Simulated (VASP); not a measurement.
Wanted: the native input for a VASP 6.6.1 run.

```yaml
Task: single point
Functional: LDA
Potentials_or_basis: VASP PAW LDA potentials, release 64 (Cu_sv_GW, O)
Cutoff: 820 eV
k_mesh: 7 × 7 × 7
Occupations: gaussian, width 0.05 eV
Spin: collinear spin
Starting_moments: "[1.0, 0.0] μB"
Hubbard_terms: Cu d U = 8.0 eV
Dipole_correction: no
Further_INCAR_settings: ALGO = Normal; EDIFF = 1e-06; NBANDS = 24
```

The structure of CuO lies in POSCAR:

```
CuO
1.0
    2.5525506100      0.0000000000      0.0000000000
    0.0000000000      2.5525506100      0.0000000000
    0.0000000000      0.0000000000      2.5525506100
Cu O
1 1
Direct
    0.0000000000      0.0000000000      0.0000000000
    0.5000000000      0.5000000000      0.5000000000
```

These files were run (other wordings do the same):

INCAR

```
SYSTEM = CuO
PREC = Accurate
ENCUT = 820
EDIFF = 1E-6
ISMEAR = 0
SIGMA = 0.05
LREAL = .FALSE.
LASPH = .TRUE.
NELM = 200
ALGO = Normal
ISIF = 2
LWAVE = .FALSE.
LCHARG = .FALSE.
ISPIN = 2
MAGMOM = 1 0
LORBIT = 11
LMAXMIX = 4
LDAU = .TRUE.
LDAUTYPE = 2
LDAUL = 2 -1
LDAUU = 8 0
LDAUJ = 0 0
LDAUPRINT = 1
NBANDS = 24
GGA_COMPAT = .FALSE.
```

KPOINTS

```
regular mesh
0
G
  7 7 7
  0 0 0
```

Potentials or basis: VASP PAW LDA potentials, release 64 (Cu_sv_GW, O).

The run is started by

```console
$ cat potpaw_LDA.64/Cu_sv_GW/POTCAR potpaw_LDA.64/O/POTCAR > POTCAR
$ mpirun -np 1 vasp_std > vasp.out
```

It gave:

| Item | Value |
| --- | --- |
| Pressure | -1.3 GPa |
| Band gap on the k mesh | zero (filled and empty bands overlap) |
| Net moment | 1.00 μB per cell |
| Site moments | Cu +0.38; O +0.58 μB |
| Valence electrons inside the program's atomic spheres | Cu 17.61; O 4.85 |

Caveat: a cell with one magnetic atom can't hold antiferromagnetic order, which such compounds often take.

Wall time 23 s on 1 thread of AMD EPYC 7R13 Processor (Zen 3) (shared host), peak memory 0.13 GiB.
